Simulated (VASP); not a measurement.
# AlH4 (P-6m2) in VASP: a series of runs

AlH4 is run at these levels: PBE; tasks: single point.

All numbers are computed with VASP 6.6.1; they aren't measurements. Logs are shortened: lines on timing, memory, paths and dates and some standing lists are left out, and cuts for length are marked.

## Step 1: The cell of the first run

The structure is hexagonal, space group P-6m2 (No. 187). Conventional cell: a = 3.050 Å, b = 3.050 Å, c = 5.620 Å, α = 90.00°, β = 90.00°, γ = 120.00°. Al (site symmetry -6m2) has 3 H at 1.76 Å within 2.3 Å. Within 1.3 Å of H (site symmetry -6m2) lie 2 H at 0.98 Å. H (site symmetry 3m) has 1 H at 0.98 Å within 1.3 Å. Within 2.3 Å of H (site symmetry -6m2) lie 3 Al at 1.76 Å and 2 H at 1.83 Å.

The cell was generated, and may not be a known phase.

## Step 2: Single point, PBE

File INCAR:

```
SYSTEM = AlH4
  PREC = Accurate
  ENCUT = 520
  EDIFF = 1E-6
  ISMEAR = 0
  SIGMA = 0.1
  LREAL = .False.
  LASPH = .True.
  NELM = 100
  ALGO = Normal
  ISIF = 2
  LWAVE = .False.
  LCHARG = .False.
  GGA = PE
  NBANDS = 12
```

File KPOINTS:

```
regular mesh
0
Gamma
  6 6 4
  0 0 0
```

File POSCAR:

```
AlH4
1.0
    3.0500043741      0.0000000000      0.0000000000
   -1.5250021870      2.6413812696      0.0000000000
    0.0000000000      0.0000000000      5.6196924770
Al H
1 4
Direct
    0.3333333333      0.6666666667      0.0000000000
    0.6666666667      0.3333333333      0.5000000000
    0.6666666667      0.3333333333      0.3252779365
    0.6666666667      0.3333333333      0.6747220635
    0.6666666667      0.3333333333      0.0000000000
```

Potentials or basis: VASP PAW PBE potentials, release 64 (Al, H).

On the command line:

```sh
cat potpaw_PBE.64/Al/POTCAR potpaw_PBE.64/H/POTCAR > POTCAR
mpirun -np 1 vasp_std > vasp.out
```

OUTCAR:

```text
SYSTEM = AlH4
   PREC = Accurate
   ENCUT = 520
   EDIFF = 1E-6
   ISMEAR = 0
   LREAL = .False.
   LASPH = .True.
   NELM = 100
   ISIF = 2
   GGA = PE

 ion  position               nearest neighbor table
   1  0.333  0.667  0.000-   5 1.76   5 1.76   5 1.76
   2  0.667  0.333  0.500-
   3  0.667  0.333  0.325-
   4  0.667  0.333  0.675-
   5  0.667  0.333  0.000-   1 1.76   1 1.76   1 1.76

  LATTYP: Found a hexagonal cell.
 ALAT       =     3.0500043741
 C/A-ratio  =     1.8425194812

  Lattice vectors:

 A1 = (   3.0500043741,   0.0000000000,   0.0000000000)
 A2 = (  -1.5250021870,   2.6413812696,   0.0000000000)
 A3 = (   0.0000000000,   0.0000000000,   5.6196924770)

Analysis of symmetry for initial positions (statically):
=====================================================================
 Subroutine PRICEL returns:
 Original cell was already a primitive cell.

 Routine SETGRP: Setting up the symmetry group for a
 hexagonal supercell.

 Subroutine GETGRP returns: Found 12 space group operations
 (whereof 12 operations were pure point group operations)
 out of a pool of 24 trial point group operations.

The static configuration has the point symmetry D_3h.

Analysis of symmetry for dynamics (positions and initial velocities):
=====================================================================
 Subroutine PRICEL returns:
 Original cell was already a primitive cell.

 Routine SETGRP: Setting up the symmetry group for a
 hexagonal supercell.

 Subroutine GETGRP returns: Found 12 space group operations
 (whereof 12 operations were pure point group operations)
 out of a pool of 24 trial point group operations.

The dynamic configuration has the point symmetry D_3h.

 Subroutine INISYM returns: Found 12 space group operations
 (whereof 12 operations are pure point group operations),
 and found     1 'primitive' translations

----------------------------------------------------------------------------------------

                                     Primitive cell

  volume of cell :      45.2735

  direct lattice vectors                    reciprocal lattice vectors
     3.050004374  0.000000000  0.000000000     0.327868382  0.189294899  0.000000000
    -1.525002187  2.641381270  0.000000000     0.000000000  0.378589798  0.000000000
     0.000000000  0.000000000  5.619692477     0.000000000  0.000000000  0.177945680

  length of vectors
     3.050004374  3.050004374  5.619692477     0.378589798  0.378589798  0.177945680

  position of ions in fractional coordinates (direct lattice)
     0.333333333  0.666666667  0.000000000
     0.666666667  0.333333333  0.500000000
     0.666666667  0.333333333  0.325277937
     0.666666667  0.333333333  0.674722063
     0.666666667  0.333333333  0.000000000

  ion indices of the primitive-cell ions
   primitive index   ion index
                 1           1
                 2           2
                 3           3
                 4           4
                 5           5

----------------------------------------------------------------------------------------

 KPOINTS: regular mesh

Automatic generation of k-mesh.
 Grid dimensions read from file:
 generate k-points for:    6    6    4

 Generating k-lattice:

  Cartesian coordinates                     Fractional coordinates (reciprocal lattice)
     0.054644730  0.031549150  0.000000000     0.166666667  0.000000000  0.000000000
     0.000000000  0.063098300  0.000000000     0.000000000  0.166666667  0.000000000
     0.000000000  0.000000000  0.044486420     0.000000000  0.000000000  0.250000000

  Length of vectors
     0.063098300  0.063098300  0.044486420

  Shift w.r.t. Gamma in fractional coordinates (k-lattice)
     0.000000000  0.000000000  0.000000000

 Subroutine IBZKPT returns following result:
 ===========================================

 Found     21 irreducible k-points:

 Following reciprocal coordinates:
            Coordinates               Weight
  0.000000  0.000000  0.000000      1.000000
  0.166667  0.000000  0.000000      6.000000
  0.333333  0.000000  0.000000      6.000000
  0.500000 -0.000000  0.000000      3.000000
  0.166667  0.166667  0.000000      6.000000
  0.333333  0.166667  0.000000     12.000000
[... 13 lines left out ...]
  0.333333  0.166667  0.500000     12.000000
  0.333333  0.333333  0.500000      2.000000
   k-points           NKPTS =     21   k-points in BZ     NKDIM =     21   number of bands    NBANDS=     12
   number of dos      NEDOS =    301   number of ions     NIONS =      5
   total plane-waves  NPLWV =  24192
   dimension x,y,z NGX =    24 NGY =   24 NGZ =   42
   dimension x,y,z NGXF=    48 NGYF=   48 NGZF=   84
   ions per type =               1   4
   NGX,Y,Z   is equivalent  to a cutoff of  13.08, 13.08, 12.42 a.u.
   NGXF,Y,Z  is equivalent  to a cutoff of  26.16, 26.16, 24.85 a.u.
 SYSTEM =  AlH4
   PREC   = accura    normal or accurate (medium, high low for compatibility)
   ISTART =      0    job   : 0-new  1-cont  2-samecut
   ICHARG =      2    charge: 1-file 2-atom 10-const
   ISPIN  =      1    spin polarized calculation?
   LNONCOLLINEAR =      F non collinear calculations
   LSORBIT =      F    spin-orbit coupling
   LASPH  =      T    aspherical Exc in radial PAW
   ENCUT  =  520.0 eV  38.22 Ry    6.18 a.u.   5.67  5.67 10.45*2*pi/ulx,y,z
   NELM   =    100;   NELMIN=  2; NELMDL= -5     # of ELM steps
   EDIFF  = 0.1E-05   stopping-criterion for ELM
   LREAL  =      F    real-space projection
   EDIFFG = 0.1E-04   stopping-criterion for IOM
   NSW    =      0    number of steps for IOM
   IBRION =     -1    ionic relax: 0-MD 1-quasi-New 2-CG
   NFREE  =      0    steps in history (QN), initial steepest desc. (CG)
   ISIF   =      2    stress and relaxation
   ISYM   =      2    0-nonsym 1-usesym 2-fastsym
   POTIM  = 0.5000    time-step for ionic-motion
   TEBEG  =    0.0;   TEEND  =   0.0 temperature during run
   PSTRESS=    0.0 pullay stress
   NELECT =       7.0000    total number of electrons
   NUPDOWN=      -1.0000    fix difference up-down
   EMIN   =  10.00;   EMAX   =-10.00  energy-range for DOS
   EFERMI =   0.00;   METHOD = LEGACY
   ISMEAR =     0;   SIGMA  =   0.10  broadening in eV -4-tet -1-fermi 0-gaus
   EFERMI_NEDOS =   21; number of points for ismear=-14 and -15
   IALGO  =     38    algorithm
   IMIX   =      4    mixing-type and parameters
     AMIX     =   0.40;   BMIX     =  1.00
     AMIX_MAG =   1.60;   BMIX_MAG =  1.00
  volume/ion in A,a.u.               =       9.05        61.10
  Fermi-wavevector in a.u.,A,eV,Ry     =   0.878671  1.660447 10.504544  0.772062
  Thomas-Fermi vector in A             =   1.998789
   LORBIT       =      0    0 simple, 1 ext, 2 COOP (PROOUT), +10 PAW based schemes
   GGA     = PE    functional components
   LHFCALC =     F    Hartree Fock is set to
   AEXX    =    0.0000 exact exchange contribution
   IVDW    =     0    specifies the selected vdW correction
   LEPSILON=     F    determine dielectric tensor
   LRPA    =     F    only Hartree local field effects (RPA)
 non-spin polarized calculation
 Gauss-broadening in eV      SIGMA  =   0.10
  energy-cutoff  :      520.00
  volume of cell :       45.27
 maximum number of plane-waves:      1239
 NGX is ok and might be reduce to    24
   NGX = 11   NGY = 11   NGZ = 21

 number of electron       7.0000001 magnetization

 Free energy of the ion-electron system (eV)
  ---------------------------------------------------
  ext. energy  EPLUGINS =         0.00000000
  ---------------------------------------------------
  free energy    TOTEN  =       -14.36744719 eV

  energy without entropy =      -14.36427688  energy(sigma->0) =      -14.36586204

 E-fermi :   1.8402     XC(G=0):  -8.2376

 val. band max:        1.7816871633   @ k =   0.3333   0.3333   0.2500
 cond. band min:       1.8767028485   @ k =   0.1667   0.1667   0.5000
 fundamental gap:      0.0950156852
 Fermi energy:         1.8401742914

 k-point     1 :       0.0000    0.0000    0.0000
  band No.  band energies     occupation
      1      -9.2479      2.00000
      2      -5.2096      2.00000
      3      -2.5660      2.00000
      4       6.8769      0.00000
      5       8.0632      0.00000
      6      11.2314      0.00000
      7      11.2314      0.00000
      8      11.4909      0.00000
      9      12.7808      0.00000
     10      12.7808      0.00000
     11      13.4089      0.00000
     12      17.1974      0.00000

 k-point     2 :       0.1667    0.0000    0.0000
  band No.  band energies     occupation
      1      -8.7622      2.00000
      2      -4.9010      2.00000
      3      -2.0914      2.00000
      4       4.6757      0.00000
      5       7.8470      0.00000
      6       8.9596      0.00000
      7       9.3554      0.00000
      8      11.1735      0.00000
      9      11.8431      0.00000
     10      14.0380      0.00000
     11      15.6685      0.00000
     12      16.1049      0.00000

 k-point     3 :       0.3333    0.0000    0.0000
  band No.  band energies     occupation
      1      -7.4716      2.00000
      2      -4.1520      2.00000
      3      -0.8048      2.00000
      4       0.8946      2.00000
      5       6.3908      0.00000
      6       7.4424      0.00000
      7       7.8716      0.00000
      8       8.9330      0.00000
      9      11.5497      0.00000
     10      12.0753      0.00000
     11      14.9668      0.00000
     12      16.3953      0.00000
[... 241 lines left out ...]
 k-point    20 :       0.3333    0.1667    0.5000
  band No.  band energies     occupation
      1      -5.9347      2.00000
      2      -5.0557      2.00000
      3      -0.1265      2.00000
      4       2.7034      0.00000
      5       3.5997      0.00000
      6       3.9223      0.00000
      7       6.8787      0.00000
      8       9.0975      0.00000
      9      11.8999      0.00000
     10      12.1929      0.00000
     11      13.3669      0.00000
     12      15.9703      0.00000

 k-point    21 :       0.3333    0.3333    0.5000
  band No.  band energies     occupation
      1      -5.2546      2.00000
      2      -4.8042      2.00000
      3       0.5547      2.00000
      4       0.6658      2.00000
      5       2.9916      0.00000
      6       4.6894      0.00000
      7       6.3805      0.00000
      8       7.5694      0.00000
      9      12.4413      0.00000
     10      13.2827      0.00000
     11      13.6480      0.00000
     12      14.2907      0.00000

------------------------ aborting loop because EDIFF is reached ----------------------------------------

  FORCE on cell =-STRESS in cart. coord.  units (eV):
  Direction    XX          YY          ZZ          XY          YZ          ZX
  --------------------------------------------------------------------------------------
  -------------------------------------------------------------------------------------
  Total       -0.1050548     -0.1050548     -0.0190308     -0.0000000      0.0000000     -0.0000000
  in kB       -3.7177701     -3.7177701     -0.6734796     -0.0000000      0.0000000     -0.0000000
  external PRESSURE =      -2.7030066 kB  Pullay stress =       0.0000000 kB

 VOLUME and BASIS-vectors are now :
 -----------------------------------------------------------------------------
  energy-cutoff  :      520.00
  volume of cell :       45.27
      direct lattice vectors                 reciprocal lattice vectors
     3.050004374  0.000000000  0.000000000     0.327868382  0.189294899  0.000000000
    -1.525002187  2.641381270  0.000000000     0.000000000  0.378589798  0.000000000
     0.000000000  0.000000000  5.619692477     0.000000000  0.000000000  0.177945680

 POSITION                                       TOTAL-FORCE (eV/Angst)
 -----------------------------------------------------------------------------------
     -0.00000      1.76092      0.00000         0.000000     -0.000000      0.000000
      1.52500      0.88046      2.80985        -0.000000      0.000000      0.000000
      1.52500      0.88046      1.82796        -0.000000      0.000000      0.009317
      1.52500      0.88046      3.79173        -0.000000      0.000000     -0.009317
      1.52500      0.88046      0.00000        -0.000000      0.000000      0.000000
 -----------------------------------------------------------------------------------
    total drift:                               -0.000000      0.000000      0.000000

  FREE ENERGIE OF THE ION-ELECTRON SYSTEM (eV)
  ---------------------------------------------------
  free  energy   TOTEN  =       -14.3674471939 eV

  energy  without entropy=      -14.3642768809  energy(sigma->0) =      -14.36586204
```

Wall time 6.8 s (1 thread of Intel Xeon Platinum 8559C (Emerald Rapids), shared host); peak memory 0.15 GiB.

Results:

```
Free energy            : -14.3674 eV
Pressure               : -0.3 GPa
Largest force          : 0.009 eV/Å
Band gap on the k mesh : zero (an odd number of electrons rules out a gap without spin polarisation)
```

Forces in eV/Å, atoms in the order of the input:
```
Al   0.000  0.000  0.000
H    0.000  0.000  0.000
H    0.000  0.000  0.009
H    0.000  0.000 -0.009
H    0.000  0.000  0.000
```

Levels at points of the mesh, in eV from the Fermi level:
```tsv
k point	band 1	band 2	band 3	band 4	band 5	band 6	band 7	band 8
(0.00, 0.00, 0.00)	-11.09	-7.05	-4.41	5.04	6.22	9.39	9.39	9.65
(0.50, 0.00, 0.00)	-8.31	-5.41	-3.03	-1.58	3.04	4.91	5.53	6.10
(0.00, 0.00, 0.50)	-10.73	-8.51	-0.86	0.51	6.42	9.46	9.46	10.42
(0.50, 0.00, 0.50)	-7.65	-6.88	-2.93	0.90	1.82	4.54	5.60	5.60
```

Caveat: the k points lie up to 0.40 Å⁻¹ apart, too coarse for converged energies and pressures of a metal.

[end of part 1 of 2]

The gap in the log of VASP goes by the Fermi energy; the results here count the filled bands.